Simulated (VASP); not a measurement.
# FeNi3 (Fm-3m) in VASP: single point with LDA

Aim: the single point of FeNi3 with LDA.

Program: VASP 6.6.1. These are calculated values, not measurements. Logs are shortened: lines on timing, memory, paths and dates and some standing lists are left out, and cuts for length are marked.

### 1 The cell of the first run

The structure is cubic, space group Fm-3m (No. 225). The conventional cell has a = 5.581 Å, b = 5.581 Å, c = 5.581 Å, α = 90.00°, β = 90.00°, γ = 90.00°. Within 3.2 Å of Fe (site symmetry m-3m) lie 14 Ni at 2.42 to 2.79 Å. Ni (site symmetry -43m) has 4 Fe at 2.42 Å and 10 Ni at 2.42 to 2.79 Å within 3.2 Å. Ni (site symmetry m-3m) has 8 Ni at 2.42 Å and 6 Fe at 2.79 Å within 3.2 Å.

### 2 Single point, LDA, collinear spin, ferrimagnetic start

INCAR reads:

```
SYSTEM = FeNi3
ALGO     = Normal         ! electronic algorithm
EDIFF    = 1E-6           ! SCF threshold, eV
ENCUT    = 520            ! plane-wave cutoff, eV
ISIF     = 2              ! what is computed and relaxed
ISMEAR   = -1             ! smearing method
ISPIN    = 2              ! spin polarisation
LASPH    = .True.         ! aspherical terms in the spheres
LCHARG   = .False.        ! write CHGCAR
LMAXMIX  = 4              ! l up to which the mixer works
LORBIT   = 11             ! projections on sites
LREAL    = .False.        ! projectors in reciprocal space
LWAVE    = .False.        ! write WAVECAR
MAGMOM   = 2.8 1.2 -1.2 -1.2 ! initial moments
NBANDS   = 31             ! bands
NELM     = 150            ! most SCF steps
PREC     = Accurate       ! precision mode
SIGMA    = 0.1            ! smearing width, eV
```

KPOINTS reads:

```
k-points
0
Gamma
  7 7 7
  0 0 0
```

POSCAR reads:

```
FeNi3
1.0
    0.0000000000      2.7903700000      2.7903700000
    2.7903700000      0.0000000000      2.7903700000
    2.7903700000      2.7903700000      0.0000000000
Fe Ni
1 3
Direct
    0.0000000000      0.0000000000      0.0000000000
    0.7500000000      0.7500000000      0.7500000000
    0.2500000000      0.2500000000      0.2500000000
    0.5000000000      0.5000000000      0.5000000000
```

Potentials or basis: VASP PAW LDA potentials, release 64 (Fe, Ni).

Started as:

```
> cat potpaw_LDA.64/Fe/POTCAR potpaw_LDA.64/Ni/POTCAR > POTCAR
> mpirun -np 1 vasp_std > vasp.out
```

OUTCAR:

```text
SYSTEM = FeNi3
   EDIFF = 1E-6
   ENCUT = 520
   ISIF = 2
   ISMEAR = -1
   ISPIN = 2
   LASPH = .True.
   LORBIT = 11
   LREAL = .False.
   NELM = 150
   PREC = Accurate

 ion  position               nearest neighbor table
   1  0.000  0.000  0.000-   2 2.42   3 2.42   2 2.42   2 2.42   2 2.42   3 2.42   3 2.42   3 2.42
                             4 2.79   4 2.79   4 2.79   4 2.79   4 2.79   4 2.79
   2  0.750  0.750  0.750-   1 2.42   4 2.42   4 2.42   4 2.42   4 2.42   1 2.42   1 2.42   1 2.42
                             3 2.79   3 2.79   3 2.79   3 2.79   3 2.79   3 2.79
   3  0.250  0.250  0.250-   1 2.42   4 2.42   1 2.42   1 2.42   1 2.42   4 2.42   4 2.42   4 2.42
                             2 2.79   2 2.79   2 2.79   2 2.79   2 2.79   2 2.79
   4  0.500  0.500  0.500-   2 2.42   3 2.42   3 2.42   3 2.42   3 2.42   2 2.42   2 2.42   2 2.42
                             1 2.79   1 2.79   1 2.79   1 2.79   1 2.79   1 2.79

  LATTYP: Found a face centered cubic cell.
 ALAT       =     5.5807400000

  Lattice vectors:

 A1 = (   0.0000000000,   2.7903700000,   2.7903700000)
 A2 = (   2.7903700000,   0.0000000000,   2.7903700000)
 A3 = (   2.7903700000,   2.7903700000,   0.0000000000)

Analysis of symmetry for initial positions (statically):
=====================================================================
 Subroutine PRICEL returns:
 Original cell was already a primitive cell.

 Routine SETGRP: Setting up the symmetry group for a
 face centered cubic supercell.

 Subroutine GETGRP returns: Found 48 space group operations
 (whereof 48 operations were pure point group operations)
 out of a pool of 48 trial point group operations.

The static configuration has the point symmetry O_h .

Analysis of symmetry for dynamics (positions and initial velocities):
=====================================================================
 Subroutine PRICEL returns:
 Original cell was already a primitive cell.

 Routine SETGRP: Setting up the symmetry group for a
 face centered cubic supercell.

 Subroutine GETGRP returns: Found 48 space group operations
 (whereof 48 operations were pure point group operations)
 out of a pool of 48 trial point group operations.

The dynamic configuration has the point symmetry O_h .

Analysis of structural, dynamic, and magnetic symmetry:
=====================================================================
 Subroutine PRICEL returns:
 Original cell was already a primitive cell.

 Routine SETGRP: Setting up the symmetry group for a
 face centered cubic supercell.

 Subroutine GETGRP returns: Found 24 space group operations
 (whereof 24 operations were pure point group operations)
 out of a pool of 48 trial point group operations.

The overall configuration has the point symmetry T_d .

 Subroutine INISYM returns: Found 24 space group operations
 (whereof 24 operations are pure point group operations),
 and found     1 'primitive' translations

----------------------------------------------------------------------------------------

                                     Primitive cell

  volume of cell :      43.4526

  direct lattice vectors                    reciprocal lattice vectors
     0.000000000  2.790370000  2.790370000    -0.179187706  0.179187706  0.179187706
     2.790370000  0.000000000  2.790370000     0.179187706 -0.179187706  0.179187706
     2.790370000  2.790370000  0.000000000     0.179187706  0.179187706 -0.179187706

  length of vectors
     3.946179098  3.946179098  3.946179098     0.310362211  0.310362211  0.310362211

  position of ions in fractional coordinates (direct lattice)
     0.000000000  0.000000000  0.000000000
     0.750000000  0.750000000  0.750000000
     0.250000000  0.250000000  0.250000000
     0.500000000  0.500000000  0.500000000

  ion indices of the primitive-cell ions
   primitive index   ion index
                 1           1
                 2           2
                 3           3
                 4           4

----------------------------------------------------------------------------------------

 KPOINTS: k-points

Automatic generation of k-mesh.
 Grid dimensions read from file:
 generate k-points for:    7    7    7

 Generating k-lattice:

  Cartesian coordinates                     Fractional coordinates (reciprocal lattice)
    -0.025598244  0.025598244  0.025598244     0.142857143  0.000000000  0.000000000
     0.025598244 -0.025598244  0.025598244     0.000000000  0.142857143  0.000000000
     0.025598244  0.025598244 -0.025598244     0.000000000  0.000000000  0.142857143

  Length of vectors
     0.044337459  0.044337459  0.044337459

  Shift w.r.t. Gamma in fractional coordinates (k-lattice)
     0.000000000  0.000000000  0.000000000

 Subroutine IBZKPT returns following result:
 ===========================================

 Found     20 irreducible k-points:

 Following reciprocal coordinates:
            Coordinates               Weight
  0.000000  0.000000  0.000000      1.000000
  0.142857  0.000000  0.000000      8.000000
  0.285714  0.000000  0.000000      8.000000
  0.428571  0.000000  0.000000      8.000000
  0.142857  0.142857  0.000000      6.000000
  0.285714  0.142857  0.000000     24.000000
[... 12 lines left out ...]
 -0.428571  0.428571  0.142857     24.000000
 -0.285714  0.428571  0.142857     24.000000
   k-points           NKPTS =     20   k-points in BZ     NKDIM =     20   number of bands    NBANDS=     31
   number of dos      NEDOS =    301   number of ions     NIONS =      4
   total plane-waves  NPLWV =  27000
   dimension x,y,z NGX =    30 NGY =   30 NGZ =   30
   dimension x,y,z NGXF=    60 NGYF=   60 NGZF=   60
   ions per type =               1   3
   NGX,Y,Z   is equivalent  to a cutoff of  12.64, 12.64, 12.64 a.u.
   NGXF,Y,Z  is equivalent  to a cutoff of  25.28, 25.28, 25.28 a.u.
 SYSTEM =  FeNi3
   PREC   = accura    normal or accurate (medium, high low for compatibility)
   ISTART =      0    job   : 0-new  1-cont  2-samecut
   ICHARG =      2    charge: 1-file 2-atom 10-const
   ISPIN  =      2    spin polarized calculation?
   LNONCOLLINEAR =      F non collinear calculations
   LSORBIT =      F    spin-orbit coupling
   LASPH  =      T    aspherical Exc in radial PAW
   ENCUT  =  520.0 eV  38.22 Ry    6.18 a.u.   7.34  7.34  7.34*2*pi/ulx,y,z
   NELM   =    150;   NELMIN=  2; NELMDL= -5     # of ELM steps
   EDIFF  = 0.1E-05   stopping-criterion for ELM
   LREAL  =      F    real-space projection
   EDIFFG = 0.1E-04   stopping-criterion for IOM
   NSW    =      0    number of steps for IOM
   IBRION =     -1    ionic relax: 0-MD 1-quasi-New 2-CG
   NFREE  =      0    steps in history (QN), initial steepest desc. (CG)
   ISIF   =      2    stress and relaxation
   ISYM   =      2    0-nonsym 1-usesym 2-fastsym
   POTIM  = 0.5000    time-step for ionic-motion
   TEBEG  =    0.0;   TEEND  =   0.0 temperature during run
   PSTRESS=    0.0 pullay stress
   NELECT =      38.0000    total number of electrons
   NUPDOWN=      -1.0000    fix difference up-down
   EMIN   =  10.00;   EMAX   =-10.00  energy-range for DOS
   EFERMI =   0.00;   METHOD = LEGACY
   ISMEAR =    -1;   SIGMA  =   0.10  broadening in eV -4-tet -1-fermi 0-gaus
   EFERMI_NEDOS =   21; number of points for ismear=-14 and -15
   IALGO  =     38    algorithm
   IMIX   =      4    mixing-type and parameters
     AMIX     =   0.40;   BMIX     =  1.00
     AMIX_MAG =   1.60;   BMIX_MAG =  1.00
  volume/ion in A,a.u.               =      10.86        73.31
  Fermi-wavevector in a.u.,A,eV,Ry     =   1.565540  2.958442 33.346740  2.450916
  Thomas-Fermi vector in A             =   2.668001
   LORBIT       =     11    0 simple, 1 ext, 2 COOP (PROOUT), +10 PAW based schemes
   GGA     = CA    functional components
   LHFCALC =     F    Hartree Fock is set to
   AEXX    =    0.0000 exact exchange contribution
   IVDW    =     0    specifies the selected vdW correction
   LEPSILON=     F    determine dielectric tensor
   LRPA    =     F    only Hartree local field effects (RPA)
 spin polarized calculation
  energy-cutoff  :      520.00
  volume of cell :       43.45
 maximum number of plane-waves:      1211
 NGX is ok and might be reduce to    30
   NGX = 15   NGY = 15   NGZ = 15

 number of electron      38.0000020 magnetization       4.1675009

 Free energy of the ion-electron system (eV)
  ---------------------------------------------------
  ext. energy  EPLUGINS =         0.00000000
  ---------------------------------------------------
  free energy    TOTEN  =       -28.72486885 eV

  energy without entropy =      -28.57830050  energy(sigma->0) =      -28.65158467

 E-fermi :   8.4176     XC(G=0): -13.6295

 val. band max:        8.3895933773   @ k =   0.4286   0.0000   0.0000
 cond. band min:       8.4295926830   @ k =   0.4286   0.2857   0.0000
 fundamental gap:      0.0399993057
 Fermi energy:         8.4176149394

 spin component 1

 k-point     1 :       0.0000    0.0000    0.0000
  band No.  band energies     occupation
      1      -0.6294      1.00000
      2       3.7651      1.00000
      3       3.7651      1.00000
      4       4.8860      1.00000
      5       4.8860      1.00000
      6       4.8860      1.00000
[... 669 lines left out ...]
     30      24.4561      0.00000
     31      25.2315      0.00000
 Fermi energy:         8.4176149394

 spin component 2

 k-point     1 :       0.0000    0.0000    0.0000
  band No.  band energies     occupation
      1      -0.4744      1.00000
      2       4.5242      1.00000
      3       4.5242      1.00000
      4       5.5795      1.00000
      5       5.5795      1.00000
      6       5.5795      1.00000
[... 669 lines left out ...]
     30      24.8183      0.00000
     31      25.6014      0.00000

------------------------ aborting loop because EDIFF is reached ----------------------------------------

  FORCE on cell =-STRESS in cart. coord.  units (eV):
  Direction    XX          YY          ZZ          XY          YZ          ZX
  --------------------------------------------------------------------------------------
  -------------------------------------------------------------------------------------
  Total       -3.0797534     -3.0797534     -3.0797534     -0.0000000      0.0000000      0.0000000
  in kB     -113.5562768   -113.5562768   -113.5562768     -0.0000000      0.0000000      0.0000000
  external PRESSURE =    -113.5562768 kB  Pullay stress =       0.0000000 kB

 VOLUME and BASIS-vectors are now :
 -----------------------------------------------------------------------------
  energy-cutoff  :      520.00
  volume of cell :       43.45
      direct lattice vectors                 reciprocal lattice vectors
     0.000000000  2.790370000  2.790370000    -0.179187706  0.179187706  0.179187706
     2.790370000  0.000000000  2.790370000     0.179187706 -0.179187706  0.179187706
     2.790370000  2.790370000  0.000000000     0.179187706  0.179187706 -0.179187706

 POSITION                                       TOTAL-FORCE (eV/Angst)
 -----------------------------------------------------------------------------------
      0.00000      0.00000      0.00000        -0.000000     -0.000000     -0.000000
      4.18555      4.18555      4.18555         0.000000      0.000000      0.000000
      1.39518      1.39518      1.39518         0.000000     -0.000000     -0.000000
      2.79037      2.79037      2.79037        -0.000000     -0.000000     -0.000000
 -----------------------------------------------------------------------------------
    total drift:                               -0.000000     -0.000000     -0.000000

  FREE ENERGIE OF THE ION-ELECTRON SYSTEM (eV)
  ---------------------------------------------------
  free  energy   TOTEN  =       -28.7248688457 eV

  energy  without entropy=      -28.5783004954  energy(sigma->0) =      -28.65158467

 total charge

# of ion       s       p       d       tot
------------------------------------------
    1        0.475   0.512   6.183   7.170
    2        0.516   0.525   8.349   9.390
    3        0.516   0.525   8.349   9.390
    4        0.499   0.509   8.381   9.389
--------------------------------------------------
tot          2.007   2.070  31.263  35.339

 magnetization (x)

# of ion       s       p       d       tot
------------------------------------------
    1        0.006   0.001   2.657   2.664
    2       -0.007  -0.024   0.618   0.587
    3       -0.007  -0.024   0.618   0.587
    4       -0.013  -0.024   0.337   0.300
--------------------------------------------------
tot         -0.021  -0.070   4.229   4.138
```

Run time: 47 s. Hardware: 1 thread of AMD EPYC 9R45 (Zen 5), shared host; peak memory 0.15 GiB.

What came out:

* Free energy: -28.7249 eV
* Pressure: -11.4 GPa
* Net moment: 4.17 μB per cell
* Site moments: Fe +2.66; Ni +0.59, +0.30 μB
* Valence electrons inside the program's atomic spheres: Fe 7.17; Ni 9.39

Levels at points of the mesh, in eV from the Fermi level:
Spin up:
| k point | band 18 | band 19 | band 20 | band 21 | band 22 | band 23 | band 24 | band 25 |
| --- | --- | --- | --- | --- | --- | --- | --- | --- |
| (0.00, 0.00, 0.00) | -0.68 | -0.27 | -0.27 | -0.27 | 8.17 | 8.17 | 8.17 | 8.28 |
Spin down:
```
           k point  band 14  band 15  band 16  band 17  band 18  band 19  band 20  band 21
(0.00, 0.00, 0.00)    -0.38    -0.33    -0.33     0.85     0.85     0.85     1.01     1.01
```
